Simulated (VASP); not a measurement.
# InCu2 (P6_3/mmc) in VASP: notebook, part 2 of 2

VASP 6.6.1. The steps go on from the part before.

**3. Single point, LDA**

This run uses another cell than the first one, of 14.30 Å³/atom, 1.027 times its volume.

INCAR

```
ALGO = Normal ; EDIFF = 1E-6
ENCUT = 600 ; GGA_COMPAT = F
ISIF = 2 ; ISMEAR = 1
LASPH = T ; LCHARG = T
LELF = T ; LREAL = F
LVHAR = T ; LWAVE = F
NBANDS = 44 ; NELM = 120
PREC = Accurate ; SIGMA = 0.1
```

KPOINTS

```
k-points
0
Gamma
  6 6 5
```

POSCAR

```
InCu2
1.0
    4.3321371919      0.0000000000      0.0000000000
   -2.1660685959      3.7517409703      0.0000000000
    0.0000000000      0.0000000000      5.2789063404
In Cu
2 4
Direct
    0.3333333333      0.6666666667      0.7500000000
    0.6666666667      0.3333333333      0.2500000000
    0.3333333333      0.6666666667      0.2500000000
    0.6666666667      0.3333333333      0.7500000000
    0.0000000000      0.0000000000      0.0000000000
    0.0000000000      0.0000000000      0.5000000000
```

Potentials or basis: VASP PAW LDA potentials, release 64 (In_d, Cu).

The run is started by

```bash
$ cat potpaw_LDA.64/In_d/POTCAR potpaw_LDA.64/Cu/POTCAR > POTCAR
$ mpirun -np 1 vasp_std > vasp.out
```

OUTCAR:

```text
EDIFF = 1E-6
   ENCUT = 600
   ISIF = 2
   ISMEAR = 1
   LASPH = T
   LREAL = F
   NELM = 120
   PREC = Accurate

 ion  position               nearest neighbor table
   1  0.333  0.667  0.750-   4 2.50   4 2.50   4 2.50   3 2.64   3 2.64   5 2.83   6 2.83   6 2.83
                             5 2.83   6 2.83   5 2.83   2 3.64   2 3.64   2 3.64   2 3.64   2 3.64
   2  0.667  0.333  0.250-   3 2.50   3 2.50   3 2.50   4 2.64   4 2.64   5 2.83   6 2.83   5 2.83
                             6 2.83   5 2.83   6 2.83   1 3.64   1 3.64   1 3.64   1 3.64   1 3.64
   3  0.333  0.667  0.250-   2 2.50   2 2.50   2 2.50   1 2.64   1 2.64
   4  0.667  0.333  0.750-   1 2.50   1 2.50   1 2.50   2 2.64   2 2.64
   5  0.000  0.000  0.000-   6 2.64   6 2.64   1 2.83   2 2.83   2 2.83   1 2.83   2 2.83   1 2.83

   6  0.000  0.000  0.500-   5 2.64   5 2.64   1 2.83   2 2.83   2 2.83   1 2.83   2 2.83   1 2.83

  LATTYP: Found a hexagonal cell.
 ALAT       =     4.3321371919
 C/A-ratio  =     1.2185455138

  Lattice vectors:

 A1 = (   4.3321371919,   0.0000000000,   0.0000000000)
 A2 = (  -2.1660685959,   3.7517409703,   0.0000000000)
 A3 = (   0.0000000000,   0.0000000000,   5.2789063404)

Analysis of symmetry for initial positions (statically):
=====================================================================
 Subroutine PRICEL returns:
 Original cell was already a primitive cell.

 Routine SETGRP: Setting up the symmetry group for a
 hexagonal supercell.

 Subroutine GETGRP returns: Found 24 space group operations
 (whereof 12 operations were pure point group operations)
 out of a pool of 24 trial point group operations.

The static configuration has the point symmetry D_3d.
 The point group associated with its full space group is D_6h.

Analysis of symmetry for dynamics (positions and initial velocities):
=====================================================================
 Subroutine PRICEL returns:
 Original cell was already a primitive cell.

 Routine SETGRP: Setting up the symmetry group for a
 hexagonal supercell.

 Subroutine GETGRP returns: Found 24 space group operations
 (whereof 12 operations were pure point group operations)
 out of a pool of 24 trial point group operations.

The dynamic configuration has the point symmetry D_3d.
 The point group associated with its full space group is D_6h.

 Subroutine INISYM returns: Found 24 space group operations
 (whereof 12 operations are pure point group operations),
 and found     1 'primitive' translations

----------------------------------------------------------------------------------------

                                     Primitive cell

  volume of cell :      85.7984

  direct lattice vectors                    reciprocal lattice vectors
     4.332137192  0.000000000  0.000000000     0.230832948  0.133271461  0.000000000
    -2.166068596  3.751740970  0.000000000     0.000000000  0.266542922  0.000000000
     0.000000000  0.000000000  5.278906340     0.000000000  0.000000000  0.189433177

  length of vectors
     4.332137192  4.332137287  5.278906340     0.266542928  0.266542922  0.189433177

  position of ions in fractional coordinates (direct lattice)
     0.333333333  0.666666667  0.750000000
     0.666666667  0.333333333  0.250000000
     0.333333333  0.666666667  0.250000000
[... 42 lines left out ...]
  0.166667  0.000000  0.000000      6.000000
  0.333333  0.000000  0.000000      6.000000
  0.500000 -0.000000  0.000000      3.000000
  0.166667  0.166667  0.000000      6.000000
  0.333333  0.166667  0.000000     12.000000
[... 13 lines left out ...]
  0.333333  0.166667  0.400000     24.000000
  0.333333  0.333333  0.400000      4.000000
   k-points           NKPTS =     21   k-points in BZ     NKDIM =     21   number of bands    NBANDS=     44
   number of dos      NEDOS =    301   number of ions     NIONS =      6
   total plane-waves  NPLWV =  54432
   dimension x,y,z NGX =    36 NGY =   36 NGZ =   42
   dimension x,y,z NGXF=    72 NGYF=   72 NGZF=   84
   ions per type =               2   4
   NGX,Y,Z   is equivalent  to a cutoff of  13.82, 13.82, 13.23 a.u.
   NGXF,Y,Z  is equivalent  to a cutoff of  27.63, 27.63, 26.45 a.u.
 SYSTEM =  unknown system
   PREC   = accura    normal or accurate (medium, high low for compatibility)
   ISTART =      0    job   : 0-new  1-cont  2-samecut
   ICHARG =      2    charge: 1-file 2-atom 10-const
   ISPIN  =      1    spin polarized calculation?
   LNONCOLLINEAR =      F non collinear calculations
   LSORBIT =      F    spin-orbit coupling
   LASPH  =      T    aspherical Exc in radial PAW
   ENCUT  =  600.0 eV  44.10 Ry    6.64 a.u.   8.65  8.65 10.54*2*pi/ulx,y,z
   NELM   =    120;   NELMIN=  2; NELMDL= -5     # of ELM steps
   EDIFF  = 0.1E-05   stopping-criterion for ELM
   LREAL  =      F    real-space projection
   EDIFFG = 0.1E-04   stopping-criterion for IOM
   NSW    =      0    number of steps for IOM
   IBRION =     -1    ionic relax: 0-MD 1-quasi-New 2-CG
   NFREE  =      0    steps in history (QN), initial steepest desc. (CG)
   ISIF   =      2    stress and relaxation
   ISYM   =      2    0-nonsym 1-usesym 2-fastsym
   POTIM  = 0.5000    time-step for ionic-motion
   TEBEG  =    0.0;   TEEND  =   0.0 temperature during run
   PSTRESS=    0.0 pullay stress
   NELECT =      70.0000    total number of electrons
   NUPDOWN=      -1.0000    fix difference up-down
   EMIN   =  10.00;   EMAX   =-10.00  energy-range for DOS
   EFERMI =   0.00;   METHOD = LEGACY
   ISMEAR =     1;   SIGMA  =   0.10  broadening in eV -4-tet -1-fermi 0-gaus
   EFERMI_NEDOS =   21; number of points for ismear=-14 and -15
   IALGO  =     38    algorithm
   IMIX   =      4    mixing-type and parameters
     AMIX     =   0.40;   BMIX     =  1.00
     AMIX_MAG =   1.60;   BMIX_MAG =  1.00
  volume/ion in A,a.u.               =      14.30        96.50
  Fermi-wavevector in a.u.,A,eV,Ry     =   1.529729  2.890769 31.838598  2.340071
  Thomas-Fermi vector in A             =   2.637310
   LORBIT       =      0    0 simple, 1 ext, 2 COOP (PROOUT), +10 PAW based schemes
   GGA     = CA    functional components
   LHFCALC =     F    Hartree Fock is set to
   AEXX    =    0.0000 exact exchange contribution
   IVDW    =     0    specifies the selected vdW correction
   LEPSILON=     F    determine dielectric tensor
   LRPA    =     F    only Hartree local field effects (RPA)
 non-spin polarized calculation
 Methfessel and Paxton  Order N= 1 SIGMA  =   0.10
  energy-cutoff  :      600.00
  volume of cell :       85.80
 maximum number of plane-waves:      2881
 NGX is ok and might be reduce to    36
   NGX = 17   NGY = 17   NGZ = 21

 number of electron      70.0000018 magnetization

 Free energy of the ion-electron system (eV)
  ---------------------------------------------------
  ext. energy  EPLUGINS =         0.00000000
  ---------------------------------------------------
  free energy    TOTEN  =       -24.84877877 eV

  energy without entropy =      -24.84889492  energy(sigma->0) =      -24.84881748

 E-fermi :   9.4376     XC(G=0): -12.6466

 val. band max:        9.2529237488   @ k =   0.1667   0.0000   0.0000
 cond. band min:       9.4638453171   @ k =   0.5000  -0.0000   0.0000
 fundamental gap:      0.2109215684
 Fermi energy:         9.4376325334

 k-point     1 :       0.0000    0.0000    0.0000
  band No.  band energies     occupation
      1      -5.5875      2.00000
      2      -5.4681      2.00000
      3      -5.4681      2.00000
      4      -5.4678      2.00000
      5      -5.4457      2.00000
      6      -5.4457      2.00000
[... 976 lines left out ...]
     43      17.1089      0.00000
     44      17.1282      0.00000

------------------------ aborting loop because EDIFF is reached ----------------------------------------

  FORCE on cell =-STRESS in cart. coord.  units (eV):
  Direction    XX          YY          ZZ          XY          YZ          ZX
  --------------------------------------------------------------------------------------
  -------------------------------------------------------------------------------------
  Total       -0.3418709     -0.3418709     -1.0924243     -0.0000000      0.0000000     -0.0000000
  in kB       -6.3840126     -6.3840130    -20.3996601     -0.0000000      0.0000000     -0.0000000
  external PRESSURE =     -11.0558952 kB  Pullay stress =       0.0000000 kB

 VOLUME and BASIS-vectors are now :
 -----------------------------------------------------------------------------
  energy-cutoff  :      600.00
  volume of cell :       85.80
      direct lattice vectors                 reciprocal lattice vectors
     4.332137192  0.000000000  0.000000000     0.230832948  0.133271461  0.000000000
    -2.166068596  3.751740970  0.000000000     0.000000000  0.266542922  0.000000000
     0.000000000  0.000000000  5.278906340     0.000000000  0.000000000  0.189433177

 POSITION                                       TOTAL-FORCE (eV/Angst)
 -----------------------------------------------------------------------------------
     -0.00000      2.50116      3.95918        -0.000000      0.000000     -0.000000
      2.16607      1.25058      1.31973         0.000000      0.000000     -0.000000
     -0.00000      2.50116      1.31973        -0.000000     -0.000000      0.000000
      2.16607      1.25058      3.95918         0.000000      0.000000      0.000000
      0.00000      0.00000      0.00000         0.000000     -0.000000     -0.000000
      0.00000      0.00000      2.63945         0.000000     -0.000000     -0.000000
 -----------------------------------------------------------------------------------
    total drift:                               -0.000000      0.000000     -0.000000

  FREE ENERGIE OF THE ION-ELECTRON SYSTEM (eV)
  ---------------------------------------------------
  free  energy   TOTEN  =       -24.8487787661 eV

  energy  without entropy=      -24.8488949174  energy(sigma->0) =      -24.84881748
```

Wall time 2.1 min (1 thread of Intel Xeon 6975P-C (Granite Rapids), shared host); peak memory 0.23 GiB.

Results:

```
Free energy            : -24.8488 eV
Pressure               : -1.1 GPa
Band gap on the k mesh : zero (band 35 reaches 11.85 eV, above the bottom of band 36 at 7.26 eV)
```

Caveat: spin-orbit coupling is left out, which moves the levels of the heavy elements.

**4. Single point, LDA**

This run uses another cell than the first one, of 14.67 Å³/atom, 1.053 times its volume.

INCAR

```
  PREC = Accurate
  ENCUT = 600
  EDIFF = 1E-6
  ISMEAR = 1
  SIGMA = 0.1
  LREAL = False
  LASPH = True
  NELM = 120
  ALGO = Normal
  ISIF = 2
  LWAVE = False
  LCHARG = False
  NBANDS = 44
  GGA_COMPAT = False
```

KPOINTS

```
regular mesh
0
Gamma
  6 6 5
```

POSCAR, as its differences from that of step 3:

```diff
@@ -2,5 +2,5 @@
 1.0
-    4.3321371919      0.0000000000      0.0000000000
-   -2.1660685959      3.7517409703      0.0000000000
-    0.0000000000      0.0000000000      5.2789063404
+    4.3693247378      0.0000000000      0.0000000000
+   -2.1846623689      3.7839463307      0.0000000000
+    0.0000000000      0.0000000000      5.3242210576
 In Cu
```

The run is started by

```bash
$ cat potpaw_LDA.64/In_d/POTCAR potpaw_LDA.64/Cu/POTCAR > POTCAR
$ mpirun -np 1 vasp_std > vasp.out
```

Wall time 2.1 min (1 thread of Intel Xeon 6975P-C (Granite Rapids), shared host); peak memory 0.24 GiB.

The run converged. Its results:

```yaml
Free_energy: -24.8114 eV
Pressure: -4.1 GPa
Band_gap_on_the_k_mesh: zero (band 35 reaches 11.45 eV, above the bottom of band 36 at 6.94 eV)
```

Stress tensor (GPa, compression positive):
```
-3.84  0.00  0.00
 0.00 -3.84  0.00
 0.00  0.00 -4.70
```

Levels at points of the mesh, in eV from the Fermi level:
```tsv
k point	band 31	band 32	band 33	band 34	band 35	band 36	band 37	band 38	band 39	band 40
(0.00, 0.00, 0.00)	-2.68	-2.45	-1.78	1.64	1.64	1.95	1.95	2.05	2.82	4.37
(0.50, 0.00, 0.00)	-2.69	-2.61	-2.56	-1.91	-1.76	-0.03	0.62	0.96	3.42	4.17
```

Caveat: spin-orbit coupling is left out, which moves the levels of the heavy elements.

**5. Single point, LDA**

This run uses another cell than the first one, of 15.04 Å³/atom, 1.080 times its volume.

INCAR

```
SYSTEM = InCu2
PREC = Accurate
ENCUT = 600
EDIFF = 1E-6
ISMEAR = 1
SIGMA = 0.1
LREAL = .FALSE.
LASPH = .TRUE.
NELM = 120
ALGO = Normal
ISIF = 2
LWAVE = .FALSE.
LCHARG = .FALSE.
GGA = CA
NBANDS = 44
GGA_COMPAT = .FALSE.
```

KPOINTS

```
Automatic mesh
0
G
  6 6 5
  0 0 0
```

POSCAR, as its differences from that of step 4:

```diff
@@ -2,5 +2,5 @@
 1.0
-    4.3693247378      0.0000000000      0.0000000000
-   -2.1846623689      3.7839463307      0.0000000000
-    0.0000000000      0.0000000000      5.3242210576
+    4.4058898247      0.0000000000      0.0000000000
+   -2.2029449123      3.8156126258      0.0000000000
+    0.0000000000      0.0000000000      5.3687772803
 In Cu
```

The run is started by

```bash
$ cat potpaw_LDA.64/In_d/POTCAR potpaw_LDA.64/Cu/POTCAR > POTCAR
$ mpirun -np 1 vasp_std > vasp.out
```

Run time: 2 min. Hardware: 1 thread of Intel Xeon 6975P-C (Granite Rapids), shared host; peak memory 0.24 GiB.

The run converged. Its results:

```
Free energy            : -24.7358 eV
Pressure               : -6.8 GPa
Band gap on the k mesh : zero (band 35 reaches 11.07 eV, above the bottom of band 36 at 6.63 eV)
```

Stress tensor (GPa, compression positive):
```
-6.59  0.00  0.00
 0.00 -6.59  0.00
 0.00  0.00 -7.10
```

Levels at points of the mesh, in eV from the Fermi level:
```
           k point  band 31  band 32  band 33  band 34  band 35  band 36  band 37  band 38  band 39  band 40
(0.00, 0.00, 0.00)    -2.60    -2.39    -1.72     1.65     1.65     1.96     1.96     1.97     2.74     4.34
(0.50, 0.00, 0.00)    -2.61    -2.49    -2.49    -1.84    -1.67    -0.07     0.63     0.92     3.38     4.12
```

Caveat: spin-orbit coupling is left out, which moves the levels of the heavy elements.

**6. Overview**

```tsv
cell	gap on the mesh (eV)	pressure (GPa)
a = 4.294, b = 4.294, c = 5.233 Å, angles 90.0, 90.0, 120.0°, 6 atoms	none	2.4
a = 4.332, b = 4.332, c = 5.279 Å, angles 90.0, 90.0, 120.0°, 6 atoms	none	-1.1
a = 4.369, b = 4.369, c = 5.324 Å, angles 90.0, 90.0, 120.0°, 6 atoms	none	-4.1
a = 4.406, b = 4.406, c = 5.369 Å, angles 90.0, 90.0, 120.0°, 6 atoms	none	-6.8
```

Alike in all rows: task single point; level LDA; potentials or basis VASP PAW LDA potentials, release 64 (In_d, Cu); no spin polarisation; k mesh 6 × 6 × 5; cutoff (eV) 600; smearing methfessel-paxton 0.1 eV.

Caveats: spin-orbit coupling is left out, which moves the levels of the heavy elements.

Total energies depend on the potentials used, so only differences within one code and one set of settings carry meaning.
